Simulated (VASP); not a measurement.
# Sb3S5 (I4/mcm) in VASP: single point with PBE

Aim: the single point of Sb3S5 with PBE.

Everything below comes from runs of VASP 6.6.1. Logs are shortened: lines on timing, memory, paths and dates and some standing lists are left out, and cuts for length are marked.

## 1. The cell of the first run

Symmetry: I4/mcm, No. 140, tetragonal system. Conventional cell: a = 7.343 Å, b = 7.343 Å, c = 12.730 Å, α = 90.00°, β = 90.00°, γ = 90.00°. Sb (site symmetry m2m) has 8 S at 2.55 to 3.10 Å within 3.4 Å. Sb (site symmetry 422) has 10 S at 3.03 to 3.18 Å within 4.0 Å. S (site symmetry m) has 5 Sb at 2.55 to 3.10 Å and 3 S at 3.14 to 3.33 Å within 3.4 Å. S (site symmetry 4/m) has 6 Sb at 2.72 to 3.18 Å and 8 S at 3.33 Å within 3.6 Å.

## 2. Single point, PBE

Input file INCAR:

```
SYSTEM = Sb3S5
PREC = Accurate
ENCUT = 520
EDIFF = 1E-6
ISMEAR = 0
SIGMA = 0.2
LREAL = Auto
LASPH = .TRUE.
NELM = 60
ALGO = Normal
ISIF = 2
LWAVE = .FALSE.
LCHARG = .TRUE.
GGA = PE
LELF = .TRUE.
LVHAR = .TRUE.
NBANDS = 59
```

Input file KPOINTS:

```
Automatic mesh
0
G
  3 3 3
  0 0 0
```

Input file POSCAR:

```
Sb3S5
1.0
   -3.6712655509      3.6712655509      6.3648472503
    3.6712655509     -3.6712655509      6.3648472503
    3.6712655509      3.6712655509     -6.3648472503
Sb S
6 10
Direct
    0.3292251358      0.8292251358      0.1584502717
    0.1707748642      0.3292251358      0.5000000000
    0.6707748642      0.1707748642      0.8415497283
    0.8292251358      0.6707748642      0.5000000000
    0.7500000000      0.7500000000      0.0000000000
    0.2500000000      0.2500000000      0.0000000000
    0.3125356313      0.8125356313      0.8287843991
    0.0162487678      0.5162487678      0.8287843991
    0.4837512322      0.3125356313      0.5000000000
    0.1874643687      0.0162487678      0.5000000000
    0.9837512322      0.4837512322      0.1712156009
    0.6874643687      0.1874643687      0.1712156009
    0.5000000000      0.5000000000      0.0000000000
    0.8125356313      0.9837512322      0.5000000000
    0.5162487678      0.6874643687      0.5000000000
    0.0000000000      0.0000000000      0.0000000000
```

Potentials or basis: VASP PAW PBE potentials, release 64 (Sb, S).

Launch:

```sh
$ cat potpaw_PBE.64/Sb/POTCAR potpaw_PBE.64/S/POTCAR > POTCAR
$ mpirun -np 1 vasp_std > vasp.out
```

OUTCAR:

```text
SYSTEM = Sb3S5
   PREC = Accurate
   ENCUT = 520
   EDIFF = 1E-6
   ISMEAR = 0
   LREAL = Auto
   LASPH = .TRUE.
   NELM = 60
   ISIF = 2
   GGA = PE

 ion  position               nearest neighbor table
   1  0.329  0.829  0.158-   8 2.55   7 2.55  13 2.72  16 2.72  15 3.10  10 3.10   9 3.10  14 3.10
                             3 3.55
   2  0.171  0.329  0.500-   9 2.55  10 2.55  13 2.72  16 2.72  11 3.10  12 3.10   7 3.10   8 3.10
                             4 3.55
   3  0.671  0.171  0.842-  11 2.55  12 2.55  13 2.72  16 2.72  14 3.10   9 3.10  15 3.10  10 3.10
                             1 3.55
   4  0.829  0.671  0.500-  14 2.55  15 2.55  16 2.72  13 2.72   7 3.10   8 3.10  11 3.10  12 3.10
                             2 3.55
   5  0.750  0.750  0.000-   7 3.03  10 3.03  12 3.03   9 3.03   8 3.03  14 3.03  11 3.03  15 3.03
                            13 3.18  16 3.18
   6  0.250  0.250  0.000-   7 3.03  12 3.03  15 3.03  14 3.03   8 3.03   9 3.03  10 3.03  11 3.03
                            13 3.18  16 3.18
   7  0.313  0.813  0.829-   1 2.55   5 3.03   6 3.03   2 3.10   4 3.10
   8  0.016  0.516  0.829-   1 2.55   5 3.03   6 3.03   2 3.10   4 3.10
   9  0.484  0.313  0.500-   2 2.55   5 3.03   6 3.03   3 3.10   1 3.10
  10  0.187  0.016  0.500-   2 2.55   5 3.03   6 3.03   1 3.10   3 3.10
  11  0.984  0.484  0.171-   3 2.55   5 3.03   6 3.03   2 3.10   4 3.10
  12  0.687  0.187  0.171-   3 2.55   5 3.03   6 3.03   2 3.10   4 3.10
  13  0.500  0.500  0.000-   4 2.72   2 2.72   1 2.72   3 2.72   6 3.18   5 3.18
  14  0.813  0.984  0.500-   4 2.55   6 3.03   5 3.03   3 3.10   1 3.10
  15  0.516  0.687  0.500-   4 2.55   6 3.03   5 3.03   1 3.10   3 3.10
  16  0.000  0.000  0.000-   2 2.72   4 2.72   3 2.72   1 2.72   6 3.18   5 3.18

  LATTYP: Found a body centered tetragonal cell.
 ALAT       =     7.3425311018
 C/A-ratio  =     1.7336929628

  Lattice vectors:

 A1 = (  -3.6712655509,   3.6712655509,   6.3648472503)
 A2 = (   3.6712655509,  -3.6712655509,   6.3648472503)
 A3 = (   3.6712655509,   3.6712655509,  -6.3648472503)

Analysis of symmetry for initial positions (statically):
=====================================================================
 Subroutine PRICEL returns:
 Original cell was already a primitive cell.

 Routine SETGRP: Setting up the symmetry group for a
 body centered tetragonal supercell.

 Subroutine GETGRP returns: Found 16 space group operations
 (whereof  8 operations were pure point group operations)
 out of a pool of 16 trial point group operations.

The static configuration has the point symmetry C_4h.
 The point group associated with its full space group is D_4h.

Analysis of symmetry for dynamics (positions and initial velocities):
=====================================================================
 Subroutine PRICEL returns:
 Original cell was already a primitive cell.

 Routine SETGRP: Setting up the symmetry group for a
 body centered tetragonal supercell.

 Subroutine GETGRP returns: Found 16 space group operations
 (whereof  8 operations were pure point group operations)
 out of a pool of 16 trial point group operations.

The dynamic configuration has the point symmetry C_4h.
 The point group associated with its full space group is D_4h.

 Subroutine INISYM returns: Found 16 space group operations
 (whereof  8 operations are pure point group operations),
 and found     1 'primitive' translations

----------------------------------------------------------------------------------------

                                     Primitive cell

  volume of cell :     343.1465

  direct lattice vectors                    reciprocal lattice vectors
    -3.671265551  3.671265551  6.364847250     0.000000000  0.136192818  0.078556481
     3.671265551 -3.671265551  6.364847250     0.136192818  0.000000000  0.078556481
     3.671265551  3.671265551 -6.364847250     0.136192818  0.136192818  0.000000000

  length of vectors
     8.213870099  8.213870099  8.213870099     0.157224694  0.157224694  0.192605730

  position of ions in fractional coordinates (direct lattice)
     0.329225136  0.829225136  0.158450272
     0.170774864  0.329225136  0.500000000
     0.670774864  0.170774864  0.841549728
     0.829225136  0.670774864  0.500000000
     0.750000000  0.750000000  0.000000000
     0.250000000  0.250000000  0.000000000
[... 8 lines left out ...]
     0.516248768  0.687464369  0.500000000
     0.000000000  0.000000000  0.000000000

  ion indices of the primitive-cell ions
   primitive index   ion index
                 1           1
                 2           2
                 3           3
                 4           4
                 5           5
                 6           6
[... 8 lines left out ...]
                15          15
                16          16

----------------------------------------------------------------------------------------

 KPOINTS: Automatic mesh

Automatic generation of k-mesh.
 Grid dimensions read from file:
 generate k-points for:    3    3    3

 Generating k-lattice:

  Cartesian coordinates                     Fractional coordinates (reciprocal lattice)
     0.000000000  0.045397606  0.026185494     0.333333333  0.000000000  0.000000000
     0.045397606  0.000000000  0.026185494     0.000000000  0.333333333  0.000000000
     0.045397606  0.045397606  0.000000000     0.000000000  0.000000000  0.333333333

  Length of vectors
     0.052408231  0.052408231  0.064201910

  Shift w.r.t. Gamma in fractional coordinates (k-lattice)
     0.000000000  0.000000000  0.000000000

 Subroutine IBZKPT returns following result:
 ===========================================

 Found      6 irreducible k-points:

 Following reciprocal coordinates:
            Coordinates               Weight
  0.000000  0.000000  0.000000      1.000000
  0.333333  0.000000 -0.000000      8.000000
  0.333333  0.333333 -0.000000      8.000000
 -0.333333  0.333333  0.000000      4.000000
 -0.333333  0.333333  0.333333      4.000000
 -0.333333 -0.333333  0.333333      2.000000
   k-points           NKPTS =      6   k-points in BZ     NKDIM =      6   number of bands    NBANDS=     59
   number of dos      NEDOS =    301   number of ions     NIONS =     16
   total plane-waves  NPLWV = 262144
   dimension x,y,z NGX =    64 NGY =   64 NGZ =   64
   dimension x,y,z NGXF=   128 NGYF=  128 NGZF=  128
   ions per type =               6  10
   NGX,Y,Z   is equivalent  to a cutoff of  12.95, 12.95, 12.95 a.u.
   NGXF,Y,Z  is equivalent  to a cutoff of  25.91, 25.91, 25.91 a.u.
 SYSTEM =  Sb3S5
   PREC   = accura    normal or accurate (medium, high low for compatibility)
   ISTART =      0    job   : 0-new  1-cont  2-samecut
   ICHARG =      2    charge: 1-file 2-atom 10-const
   ISPIN  =      1    spin polarized calculation?
   LNONCOLLINEAR =      F non collinear calculations
   LSORBIT =      F    spin-orbit coupling
   LASPH  =      T    aspherical Exc in radial PAW
   ENCUT  =  520.0 eV  38.22 Ry    6.18 a.u.  15.27 15.27 15.27*2*pi/ulx,y,z
   NELM   =     60;   NELMIN=  2; NELMDL= -5     # of ELM steps
   EDIFF  = 0.1E-05   stopping-criterion for ELM
   LREAL  =      T    real-space projection
   EDIFFG = 0.1E-04   stopping-criterion for IOM
   NSW    =      0    number of steps for IOM
   IBRION =     -1    ionic relax: 0-MD 1-quasi-New 2-CG
   NFREE  =      0    steps in history (QN), initial steepest desc. (CG)
   ISIF   =      2    stress and relaxation
   ISYM   =      2    0-nonsym 1-usesym 2-fastsym
   POTIM  = 0.5000    time-step for ionic-motion
   TEBEG  =    0.0;   TEEND  =   0.0 temperature during run
   PSTRESS=    0.0 pullay stress
   NELECT =      90.0000    total number of electrons
   NUPDOWN=      -1.0000    fix difference up-down
   EMIN   =  10.00;   EMAX   =-10.00  energy-range for DOS
   EFERMI =   0.00;   METHOD = LEGACY
   ISMEAR =     0;   SIGMA  =   0.20  broadening in eV -4-tet -1-fermi 0-gaus
   EFERMI_NEDOS =   21; number of points for ismear=-14 and -15
   IALGO  =     38    algorithm
   IMIX   =      4    mixing-type and parameters
     AMIX     =   0.40;   BMIX     =  1.00
     AMIX_MAG =   1.60;   BMIX_MAG =  1.00
  volume/ion in A,a.u.               =      21.45       144.73
  Fermi-wavevector in a.u.,A,eV,Ry     =   1.047922  1.980286 14.941121  1.098141
  Thomas-Fermi vector in A             =   2.182823
   LORBIT       =      0    0 simple, 1 ext, 2 COOP (PROOUT), +10 PAW based schemes
   GGA     = PE    functional components
   LHFCALC =     F    Hartree Fock is set to
   AEXX    =    0.0000 exact exchange contribution
   IVDW    =     0    specifies the selected vdW correction
   LEPSILON=     F    determine dielectric tensor
   LRPA    =     F    only Hartree local field effects (RPA)
 non-spin polarized calculation
 Gauss-broadening in eV      SIGMA  =   0.20
  energy-cutoff  :      520.00
  volume of cell :      343.15
 maximum number of plane-waves:      9315
 NGX is ok and might be reduce to    64
   NGX = 31   NGY = 31   NGZ = 31

 number of electron      90.0000004 magnetization

 Free energy of the ion-electron system (eV)
  ---------------------------------------------------
  ext. energy  EPLUGINS =         0.00000000
  ---------------------------------------------------
  free energy    TOTEN  =       -66.20114770 eV

  energy without entropy =      -66.03771831  energy(sigma->0) =      -66.11943300

 E-fermi :   6.4807     XC(G=0): -10.1860

 val. band max:        6.4362536965   @ k =  -0.3333  -0.3333   0.3333
 cond. band min:       6.5700190904   @ k =   0.3333   0.3333  -0.0000
 fundamental gap:      0.1337653938
 Fermi energy:         6.4806531673

 k-point     1 :       0.0000    0.0000    0.0000
  band No.  band energies     occupation
      1      -8.1046      2.00000
      2      -6.2805      2.00000
      3      -5.9758      2.00000
      4      -5.9758      2.00000
      5      -5.7053      2.00000
      6      -5.6001      2.00000
[... 349 lines left out ...]
     56       9.8037      0.00000
     57      10.1004      0.00000
 [bands above 57 left out]

------------------------ aborting loop because EDIFF is reached ----------------------------------------

  FORCE on cell =-STRESS in cart. coord.  units (eV):
  Direction    XX          YY          ZZ          XY          YZ          ZX
  --------------------------------------------------------------------------------------
  -------------------------------------------------------------------------------------
  Total       -0.9503399     -0.9503399     -1.0091470      0.0000000     -0.0000000      0.0000000
  in kB       -4.4372101     -4.4372101     -4.7117846      0.0000000     -0.0000000      0.0000000
  external PRESSURE =      -4.5287349 kB  Pullay stress =       0.0000000 kB

 VOLUME and BASIS-vectors are now :
 -----------------------------------------------------------------------------
  energy-cutoff  :      520.00
  volume of cell :      343.15
      direct lattice vectors                 reciprocal lattice vectors
    -3.671265551  3.671265551  6.364847250     0.000000000  0.136192818  0.078556481
     3.671265551 -3.671265551  6.364847250     0.136192818  0.000000000  0.078556481
     3.671265551  3.671265551 -6.364847250     0.136192818  0.136192818  0.000000000

 POSITION                                       TOTAL-FORCE (eV/Angst)
 -----------------------------------------------------------------------------------
      2.41735     -1.25392      6.36485        -0.037991     -0.037991      0.000000
      2.41735      1.25392      0.00000        -0.037991      0.037991     -0.000000
      1.25392      4.92519      0.00000         0.037991      0.037991     -0.000000
      1.25392      2.41735      6.36485         0.037991     -0.037991     -0.000000
      0.00000      0.00000      9.54727         0.000000     -0.000000     -0.000000
      0.00000      0.00000      3.18242         0.000000     -0.000000     -0.000000
[... 8 lines left out ...]
      2.46421      1.20705      4.47903        -0.017010      0.017010      0.029568
      0.00000      0.00000      0.00000         0.000000     -0.000000     -0.000000
 -----------------------------------------------------------------------------------
    total drift:                                0.000000      0.000000     -0.000000

  FREE ENERGIE OF THE ION-ELECTRON SYSTEM (eV)
  ---------------------------------------------------
  free  energy   TOTEN  =       -66.2011476963 eV

  energy  without entropy=      -66.0377183127  energy(sigma->0) =      -66.11943300
```

Wall time 6.8 min (1 thread of AMD EPYC 7R43 (Zen 3), shared host); peak memory 0.52 GiB.

What came out:

* Free energy: -66.2011 eV
* Pressure: -0.5 GPa
* Largest force: 0.054 eV/Å
* Band gap on the k mesh: zero (band 45 reaches 6.68 eV, above the bottom of band 46 at 6.29 eV)

Forces on the atoms (eV/Å):
```
Sb  -0.038 -0.038  0.000
Sb  -0.038  0.038  0.000
Sb   0.038  0.038  0.000
Sb   0.038 -0.038  0.000
Sb   0.000  0.000  0.000
Sb   0.000  0.000  0.000
S    0.017  0.017 -0.030
S    0.017  0.017  0.030
S    0.017 -0.017 -0.030
S    0.017 -0.017  0.030
S   -0.017 -0.017 -0.030
S   -0.017 -0.017  0.030
S    0.000  0.000  0.000
S   -0.017  0.017 -0.030
S   -0.017  0.017  0.030
S    0.000  0.000  0.000
```

Levels at points of the mesh, in eV from the Fermi level:
| k point | band 42 | band 43 | band 44 | band 45 | band 46 | band 47 | band 48 | band 49 |
| --- | --- | --- | --- | --- | --- | --- | --- | --- |
| (0.00, 0.00, 0.00) | -1.09 | -1.03 | -0.44 | -0.44 | -0.19 | 0.46 | 0.48 | 1.96 |

Caveat: the k points lie up to 0.40 Å⁻¹ apart; spin-orbit coupling is left out, which moves the levels of the heavy elements.
